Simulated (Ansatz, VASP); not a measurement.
## Cu in VASP and in Ansatz

```xyz
1
Lattice="0.0000 1.7884 1.7884 1.7884 0.0000 1.7884 1.7884 1.7884 0.0000" Properties=species:S:1:pos:R:3 pbc="T T T"
Cu    0.0000    0.0000    0.0000
```

Alike in both runs: functional r2SCAN; k mesh 20 × 20 × 20; occupations gaussian, width 0.1 eV; no spin polarisation.

Ansatz relaxed the structure, and its values are those at the end. VASP's run is a single point on that final structure, the one shown.

|  | VASP | Ansatz |
| --- | --- | --- |
| version | VASP 6.6.1 | Ansatz 0.2.0 |
| potentials or method | VASP PAW PBE potentials, release 64 (Cu), cutoff 520 eV | scalar-relativistic, plane waves, PAW |
| valence electrons in the cell | 11 | 19 |

VASP gave:

* gap on the k mesh at the Fermi level (eV): none
* pressure (GPa): 0.6

Problem. What did Ansatz give for the same quantities?

Solution. gap on the k mesh at the Fermi level (eV): none; pressure (GPa): 0.0.

VASP's potentials were made for PBE, not for r2SCAN. A gap of «none» marks a metal or a gap that the smearing closes. VASP's potentials hold 11 valence electrons a cell and Ansatz's 19, so a difference there can come from the potentials and not from the codes.
